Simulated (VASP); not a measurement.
A run of VASP 6.6.1 is set up as follows.

Contents of POSCAR:

```
Ni3Pt
1.0
    3.6245667900      0.0000000000      0.0000000000
    0.0000000000      3.6245667900      0.0000000000
    0.0000000000      0.0000000000      3.6245667900
Ni Pt
3 1
Direct
    0.5000000000      0.0000000000      0.5000000000
    0.0000000000      0.5000000000      0.5000000000
    0.5000000000      0.5000000000      0.0000000000
    0.0000000000      0.0000000000      0.0000000000
```

File INCAR.step1:

```
ALGO = Normal
EDIFF = 1E-6
ENCUT = 520
ISIF = 2
ISMEAR = -1
ISPIN = 2
LASPH = True
LCHARG = True
LDAU = True
LDAUJ = 0 0
LDAUL = 2 2
LDAUPRINT = 1
LDAUTYPE = 2
LDAUU = 6 6
LMAXMIX = 4
LREAL = False
LWAVE = False
MAGMOM = 1.5 1.5 1.5 0.6
NBANDS = 32
NELM = 150
PREC = Accurate
SIGMA = 0.05
```

KPOINTS.step1

```
k-points
0
Gamma
  9 9 9
```

The input INCAR.step2:

```
ALGO = Normal
EDIFF = 1E-6
ENCUT = 520
ICHARG = 11
ISIF = 2
ISMEAR = -5
ISPIN = 2
LASPH = True
LCHARG = False
LDAU = True
LDAUJ = 0 0
LDAUL = 2 2
LDAUPRINT = 1
LDAUTYPE = 2
LDAUU = 6 6
LMAXMIX = 4
LORBIT = 10
LREAL = False
LWAVE = False
MAGMOM = 1.5 1.5 1.5 0.6
NEDOS = 1001
NELM = 150
PREC = Accurate
SIGMA = 0.05
```

KPOINTS.step2

```
k-points
0
Gamma
  14 14 14
```

Potentials or basis: VASP PAW LDA potentials, release 64 (Ni, Pt).

Command:

```bash
$ cat potpaw_LDA.64/Ni/POTCAR potpaw_LDA.64/Pt/POTCAR > POTCAR
$ cp INCAR.step1 INCAR
$ cp KPOINTS.step1 KPOINTS
$ mpirun -np 1 vasp_std > vasp.out
$ cp INCAR.step2 INCAR
$ cp KPOINTS.step2 KPOINTS
$ mpirun -np 1 vasp_std > vasp.out
```

(1) Estimate the site moments.

(2) Estimate the net moment.

## Answers

(1) Ni +0.92; Pt +0.04 μB.

(2) 2.84 μB per cell.

Caveat: the U is typed as a test and isn't derived for this compound.
